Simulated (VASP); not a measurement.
# Ta (I4/mmm) in VASP: notebook

Ta is run at these levels: r2SCAN; tasks: single point.

All numbers are computed with VASP 6.6.1; they aren't measurements. Logs are shortened: lines on timing, memory, paths and dates and some standing lists are left out, and cuts for length are marked.

## 1. The cell of the first run

Symmetry: I4/mmm, No. 139, tetragonal system. The conventional cell has a = 3.348 Å, b = 3.348 Å, c = 3.214 Å, α = 90.00°, β = 90.00°, γ = 90.00°. Within 3.8 Å of Ta (site symmetry 4/mmm) lie 14 Ta at 2.86 to 3.35 Å.

## 2. Single point, r2SCAN

POSCAR reads:

```
Ta
1.0
   -1.6739030852      1.6739030852      1.6069469618
    1.6739030852     -1.6739030852      1.6069469618
    1.6739030852      1.6739030852     -1.6069469618
Ta
1
Direct
    0.0000000000      0.0000000000      0.0000000000
```

INCAR.step1 reads:

```
SYSTEM = Ta
PREC = Accurate
ENCUT = 520
ISMEAR = 0
SIGMA = 0.15
LREAL = .False.
LASPH = .True.
NELM = 100
NBANDS = 12
GGA = PE
ALGO = Normal
EDIFF = 1E-4
LWAVE = .True.
LCHARG = .False.
```

INCAR.step2 reads:

```
SYSTEM = Ta
PREC = Accurate
ENCUT = 520
EDIFF = 1E-6
ISMEAR = 0
SIGMA = 0.15
LREAL = .False.
LASPH = .True.
NELM = 100
ALGO = Normal
ISIF = 2
LWAVE = .False.
LCHARG = .True.
METAGGA = R2SCAN
LMIXTAU = .True.
LELF = .True.
LVHAR = .True.
NBANDS = 12
ISTART = 1
```

KPOINTS reads:

```
regular mesh
0
Gamma
  22 22 22
  0 0 0
```

Potentials or basis: VASP PAW PBE potentials, release 64 (Ta_pv).

Command:

```sh
cat potpaw_PBE.64/Ta_pv/POTCAR > POTCAR
cp INCAR.step1 INCAR
mpirun -np 1 vasp_std > vasp.out
cp INCAR.step2 INCAR
mpirun -np 1 vasp_std > vasp.out
```

OUTCAR:

```text
SYSTEM = Ta
   PREC = Accurate
   ENCUT = 520
   EDIFF = 1E-6
   ISMEAR = 0
   LREAL = .False.
   LASPH = .True.
   NELM = 100
   ISIF = 2
   METAGGA = R2SCAN
   ISTART = 1

 ion  position               nearest neighbor table
   1  0.000  0.000  0.000-

  LATTYP: Found a body centered tetragonal cell.
 ALAT       =     3.3478061704
 C/A-ratio  =     0.9600000000

  Lattice vectors:

 A1 = (  -1.6739030852,   1.6739030852,   1.6069469618)
 A2 = (   1.6739030852,  -1.6739030852,   1.6069469618)
 A3 = (   1.6739030852,   1.6739030852,  -1.6069469618)

Analysis of symmetry for initial positions (statically):
=====================================================================
 Subroutine PRICEL returns:
 Original cell was already a primitive cell.

 Routine SETGRP: Setting up the symmetry group for a
 body centered tetragonal supercell.

 Subroutine GETGRP returns: Found 16 space group operations
 (whereof 16 operations were pure point group operations)
 out of a pool of 16 trial point group operations.

The static configuration has the point symmetry D_4h.

Analysis of symmetry for dynamics (positions and initial velocities):
=====================================================================
 Subroutine PRICEL returns:
 Original cell was already a primitive cell.

 Routine SETGRP: Setting up the symmetry group for a
 body centered tetragonal supercell.

 Subroutine GETGRP returns: Found 16 space group operations
 (whereof 16 operations were pure point group operations)
 out of a pool of 16 trial point group operations.

The dynamic configuration has the point symmetry D_4h.

 Subroutine INISYM returns: Found 16 space group operations
 (whereof 16 operations are pure point group operations),
 and found     1 'primitive' translations

----------------------------------------------------------------------------------------

                                     Primitive cell

  volume of cell :      18.0104

  direct lattice vectors                    reciprocal lattice vectors
    -1.673903085  1.673903085  1.606946962     0.000000000  0.298703076  0.311149037
     1.673903085 -1.673903085  1.606946962     0.298703076  0.000000000  0.311149037
     1.673903085  1.673903085 -1.606946962     0.298703076  0.298703076  0.000000000

  length of vectors
     2.861150401  2.861150401  2.861150401     0.431320358  0.431320358  0.422429941

  position of ions in fractional coordinates (direct lattice)
     0.000000000  0.000000000  0.000000000

  ion indices of the primitive-cell ions
   primitive index   ion index
                 1           1

----------------------------------------------------------------------------------------

 KPOINTS: regular mesh

Automatic generation of k-mesh.
 Grid dimensions read from file:
 generate k-points for:   22   22   22

 Generating k-lattice:

  Cartesian coordinates                     Fractional coordinates (reciprocal lattice)
     0.000000000  0.013577413  0.014143138     0.045454545  0.000000000  0.000000000
     0.013577413  0.000000000  0.014143138     0.000000000  0.045454545  0.000000000
     0.013577413  0.013577413  0.000000000     0.000000000  0.000000000  0.045454545

  Length of vectors
     0.019605471  0.019605471  0.019201361

  Shift w.r.t. Gamma in fractional coordinates (k-lattice)
     0.000000000  0.000000000  0.000000000

 Subroutine IBZKPT returns following result:
 ===========================================

 Found    834 irreducible k-points:

 Following reciprocal coordinates:
            Coordinates               Weight
  0.000000  0.000000  0.000000      1.000000
  0.045455  0.000000 -0.000000      8.000000
  0.090909  0.000000 -0.000000      8.000000
  0.136364  0.000000 -0.000000      8.000000
  0.181818  0.000000  0.000000      8.000000
  0.227273  0.000000  0.000000      8.000000
[... 16 lines left out ...]
  0.500000  0.045455 -0.000000     16.000000
 -0.454545  0.045455  0.000000     16.000000
 [... further k-points ...]
   k-points           NKPTS =    834   k-points in BZ     NKDIM =    834   number of bands    NBANDS=     12
   number of dos      NEDOS =    301   number of ions     NIONS =      1
   total plane-waves  NPLWV =  13824
   dimension x,y,z NGX =    24 NGY =   24 NGZ =   24
   dimension x,y,z NGXF=    48 NGYF=   48 NGZF=   48
   ions per type =               1
   NGX,Y,Z   is equivalent  to a cutoff of  13.95, 13.95, 13.95 a.u.
   NGXF,Y,Z  is equivalent  to a cutoff of  27.89, 27.89, 27.89 a.u.
 SYSTEM =  Ta
   PREC   = accura    normal or accurate (medium, high low for compatibility)
   ISTART =      1    job   : 0-new  1-cont  2-samecut
   ICHARG =      0    charge: 1-file 2-atom 10-const
   ISPIN  =      1    spin polarized calculation?
   LNONCOLLINEAR =      F non collinear calculations
   LSORBIT =      F    spin-orbit coupling
   LASPH  =      T    aspherical Exc in radial PAW
   ENCUT  =  520.0 eV  38.22 Ry    6.18 a.u.   5.32  5.32  5.32*2*pi/ulx,y,z
   NELM   =    100;   NELMIN=  2; NELMDL=  0     # of ELM steps
   EDIFF  = 0.1E-05   stopping-criterion for ELM
   LREAL  =      F    real-space projection
   EDIFFG = 0.1E-04   stopping-criterion for IOM
   NSW    =      0    number of steps for IOM
   IBRION =     -1    ionic relax: 0-MD 1-quasi-New 2-CG
   NFREE  =      0    steps in history (QN), initial steepest desc. (CG)
   ISIF   =      2    stress and relaxation
   ISYM   =      2    0-nonsym 1-usesym 2-fastsym
   POTIM  = 0.5000    time-step for ionic-motion
   TEBEG  =    0.0;   TEEND  =   0.0 temperature during run
   PSTRESS=    0.0 pullay stress
   NELECT =      11.0000    total number of electrons
   NUPDOWN=      -1.0000    fix difference up-down
   EMIN   =  10.00;   EMAX   =-10.00  energy-range for DOS
   EFERMI =   0.00;   METHOD = LEGACY
   ISMEAR =     0;   SIGMA  =   0.15  broadening in eV -4-tet -1-fermi 0-gaus
   EFERMI_NEDOS =   21; number of points for ismear=-14 and -15
   IALGO  =     38    algorithm
   IMIX   =      4    mixing-type and parameters
     AMIX     =   0.40;   BMIX     =  1.00
     AMIX_MAG =   1.60;   BMIX_MAG =  1.00
  volume/ion in A,a.u.               =      18.01       121.54
  Fermi-wavevector in a.u.,A,eV,Ry     =   1.388988  2.624806 26.249534  1.929286
  Thomas-Fermi vector in A             =   2.513061
   LORBIT       =      0    0 simple, 1 ext, 2 COOP (PROOUT), +10 PAW based schemes
   METAGGA = R2SCAN    functional components
   LHFCALC =     F    Hartree Fock is set to
   AEXX    =    0.0000 exact exchange contribution
   IVDW    =     0    specifies the selected vdW correction
   LEPSILON=     F    determine dielectric tensor
   LRPA    =     F    only Hartree local field effects (RPA)
 non-spin polarized calculation
 Gauss-broadening in eV      SIGMA  =   0.15
  energy-cutoff  :      520.00
  volume of cell :       18.01
 maximum number of plane-waves:       498
 NGX is ok and might be reduce to    24
   NGX = 11   NGY = 11   NGZ = 11

 number of electron      11.0000000 magnetization

 Free energy of the ion-electron system (eV)
  ---------------------------------------------------
  ext. energy  EPLUGINS =         0.00000000
  ---------------------------------------------------
  free energy    TOTEN  =       -48.57969240 eV

  energy without entropy =      -48.56555490  energy(sigma->0) =      -48.57262365

 E-fermi :   5.3260     XC(G=0): -13.7715

 val. band max:        5.3259396391   @ k =  -0.1818   0.2273   0.1818
 cond. band min:       5.3323077850   @ k =  -0.1364   0.2727   0.0909
 fundamental gap:      0.0063681459
 Fermi energy:         5.3260250412

 k-point     1 :       0.0000    0.0000    0.0000
  band No.  band energies     occupation
      1     -28.9001      2.00000
      2     -28.9001      2.00000
      3     -28.8903      2.00000
      4      -3.0039      2.00000
      5       5.7999      0.00001
      6       6.3765      0.00000
      7       6.3765      0.00000
      8       9.2474      0.00000
      9      10.0284      0.00000
     10      17.4351      0.00000
     11      20.8502      0.00000
     12      20.8502      0.00000

 k-point     2 :       0.0455    0.0000   -0.0000
  band No.  band energies     occupation
      1     -28.9232      2.00000
      2     -28.9087      2.00000
      3     -28.8951      2.00000
      4      -2.9053      2.00000
      5       5.8088      0.00001
      6       6.3520      0.00000
      7       6.3933      0.00000
      8       9.2289      0.00000
      9       9.9409      0.00000
     10      17.4351      0.00000
     11      21.0268      0.00000
     12      21.0287      0.00000

 k-point     3 :       0.0909    0.0000   -0.0000
  band No.  band energies     occupation
      1     -29.0018      2.00000
      2     -28.9335      2.00000
      3     -28.8973      2.00000
      4      -2.6162      2.00000
      5       5.7343      0.00012
      6       6.2615      0.00000
      7       6.5550      0.00000
      8       9.1675      0.00000
      9       9.7610      0.00000
     10      17.4351      0.00000
     11      21.4266      0.00000
     12      21.5432      0.00000

 k-point     4 :       0.1364    0.0000   -0.0000
  band No.  band energies     occupation
      1     -29.1246      2.00000
      2     -28.9723      2.00000
      3     -28.8998      2.00000
      4      -2.1572      2.00000
      5       5.5031      0.09506
      6       6.0690      0.00000
      7       6.9602      0.00000
      8       9.0799      0.00000
      9       9.6403      0.00000
     10      17.4350      0.00000
     11      21.8019      0.00000
     12      22.3650      0.00000

 k-point     5 :       0.1818    0.0000    0.0000
  band No.  band energies     occupation
      1     -29.2792      2.00000
      2     -29.0219      2.00000
      3     -28.9030      2.00000
      4      -1.5648      2.00000
      5       5.1822      1.82497
      6       5.7729      0.00003
      7       7.5706      0.00000
      8       9.0547      0.00000
      9       9.6271      0.00000
     10      17.4349      0.00000
     11      21.9321      0.00000
     12      23.4469      0.00000
[... 228 lines left out ...]
      1     -30.0722      2.00000
      2     -29.2943      2.00000
      3     -28.9320      2.00000
      4       0.8380      2.00000
      5       3.6767      2.00000
      6       6.3202      0.00000
      7       9.6294      0.00000
      8      10.8155      0.00000
      9      12.8531      0.00000
     10      17.4246      0.00000
     11      18.2683      0.00000
     12      18.2890      0.00000

 k-point    22 :       0.4545    0.0455    0.0000
  band No.  band energies     occupation
      1     -30.1156      2.00000
      2     -29.3109      2.00000
      3     -28.9324      2.00000
      4       0.8486      2.00000
      5       3.6014      2.00000
      6       6.7234      0.00000
      7       9.6180      0.00000
      8      10.9018      0.00000
      9      13.4250      0.00000
     10      17.4065      0.00000
     11      17.7643      0.00000
     12      17.9830      0.00000

 k-point    23 :       0.5000    0.0455   -0.0000
  band No.  band energies     occupation
      1     -30.1146      2.00000
      2     -29.3111      2.00000
      3     -28.9317      2.00000
      4       0.8481      2.00000
      5       3.6038      2.00000
      6       6.7239      0.00000
      7       9.6236      0.00000
      8      10.8578      0.00000
      9      13.4366      0.00000
     10      17.4054      0.00000
     11      17.7173      0.00000
     12      18.0730      0.00000

 k-point    24 :      -0.4545    0.0455    0.0000
  band No.  band energies     occupation
      1     -30.0693      2.00000
      2     -29.2950      2.00000
      3     -28.9298      2.00000
      4       0.8360      2.00000
      5       3.6835      2.00000
      6       6.3144      0.00000
      7       9.6819      0.00000
      8      10.6720      0.00000
      9      12.8837      0.00000
     10      17.4240      0.00000
     11      18.0173      0.00000
     12      18.6518      0.00000

 [... further k-points ...]

------------------------ aborting loop because EDIFF is reached ----------------------------------------

  FORCE on cell =-STRESS in cart. coord.  units (eV):
  Direction    XX          YY          ZZ          XY          YZ          ZX
  --------------------------------------------------------------------------------------
  -------------------------------------------------------------------------------------
  Total       -0.0116767     -0.0116767      0.4803987      0.0000000      0.0000000     -0.0000000
  in kB       -1.0387431     -1.0387431     42.7356401      0.0000000      0.0000000     -0.0000000
  external PRESSURE =      13.5527180 kB  Pullay stress =       0.0000000 kB

 VOLUME and BASIS-vectors are now :
 -----------------------------------------------------------------------------
  energy-cutoff  :      520.00
  volume of cell :       18.01
      direct lattice vectors                 reciprocal lattice vectors
    -1.673903085  1.673903085  1.606946962     0.000000000  0.298703076  0.311149037
     1.673903085 -1.673903085  1.606946962     0.298703076  0.000000000  0.311149037
     1.673903085  1.673903085 -1.606946962     0.298703076  0.298703076  0.000000000

 POSITION                                       TOTAL-FORCE (eV/Angst)
 -----------------------------------------------------------------------------------
      0.00000      0.00000      0.00000         0.000000     -0.000000     -0.000000
 -----------------------------------------------------------------------------------
    total drift:                               -0.000000      0.000000     -0.000000

  FREE ENERGIE OF THE ION-ELECTRON SYSTEM (eV)
  ---------------------------------------------------
  free  energy   TOTEN  =       -48.5796923985 eV

  energy  without entropy=      -48.5655549006  energy(sigma->0) =      -48.57262365
```

Wall time 22 min (1 thread of AMD EPYC 7R13, shared host); peak memory 0.26 GiB.

What came out:

* Free energy: -48.5797 eV
* Pressure: 1.4 GPa
* Band gap on the k mesh: zero (an odd number of electrons rules out a gap without spin polarisation)

Stress tensor (GPa, compression positive):
```
-0.10  0.00  0.00
 0.00 -0.10  0.00
 0.00  0.00  4.27
```

Caveat: the PAW data sets were made with another functional, which shifts forces and pressure a little; spin-orbit coupling is left out, which moves the levels of the heavy elements.

## 3. Single point, r2SCAN

POSCAR reads:

```
Ta
1.0
   -1.6246417935      1.6246417935      1.7058738831
    1.6246417935     -1.6246417935      1.7058738831
    1.6246417935      1.6246417935     -1.7058738831
Ta
1
Direct
    0.0000000000      0.0000000000      0.0000000000
```

INCAR.step1 reads:

```
  PREC = Accurate
  ENCUT = 520
  ISMEAR = 0
  SIGMA = 0.15
  LREAL = F
  LASPH = T
  NELM = 100
  NBANDS = 12
  GGA = PE
  ALGO = Normal
  EDIFF = 1E-4
  LWAVE = T
  LCHARG = F
```

INCAR.step2 reads:

```
  PREC = Accurate
  ENCUT = 520
  EDIFF = 1E-6
  ISMEAR = 0
  SIGMA = 0.15
  LREAL = F
  LASPH = T
  NELM = 100
  ALGO = Normal
  ISIF = 2
  LWAVE = F
  LCHARG = F
  METAGGA = R2SCAN
  LMIXTAU = T
  NBANDS = 12
  ISTART = 1
```

KPOINTS reads:

```
regular mesh
0
Gamma
  22 22 22
```

Potentials or basis: VASP PAW PBE potentials, release 64 (Ta_pv).

Command:

```sh
cat potpaw_PBE.64/Ta_pv/POTCAR > POTCAR
cp INCAR.step1 INCAR
mpirun -np 1 vasp_std > vasp.out
cp INCAR.step2 INCAR
mpirun -np 1 vasp_std > vasp.out
```

Run time: 25 min. Hardware: 1 thread of AMD EPYC 7R13, shared host; peak memory 0.26 GiB.

It converged, with:

* Free energy: -48.5771 eV
* Pressure: 1.4 GPa
* Band gap on the k mesh: zero (an odd number of electrons rules out a gap without spin polarisation)

Stress tensor (GPa, compression positive):
```
 3.12  0.00  0.00
 0.00  3.12  0.00
 0.00  0.00 -1.99
```

Levels at points of the mesh, in eV from the Fermi level:
| k point | band 2 | band 3 | band 4 | band 5 | band 6 | band 7 | band 8 | band 9 | band 10 | band 11 |
| --- | --- | --- | --- | --- | --- | --- | --- | --- | --- | --- |
| (0.00, 0.00, 0.00) | -34.23 | -34.23 | -8.33 | 0.64 | 0.64 | 1.29 | 3.86 | 4.73 | 12.10 | 15.18 |
| (0.50, 0.00, 0.00) | -34.60 | -34.23 | -4.58 | -1.33 | 1.35 | 3.77 | 5.29 | 8.01 | 12.06 | 12.29 |
| (0.50, 0.50, 0.00) | -34.66 | -34.27 | -4.54 | -2.00 | 1.72 | 4.77 | 5.54 | 8.16 | 12.08 | 12.38 |
| (0.50, 0.50, 0.50) | -35.04 | -35.04 | -4.02 | -3.88 | 7.00 | 7.17 | 7.17 | 8.13 | 9.47 | 9.47 |

Caveat: the stress differs along the axes, from -2 to 3 GPa; the PAW data sets were made with another functional, which shifts forces and pressure a little; spin-orbit coupling is left out, which moves the levels of the heavy elements.
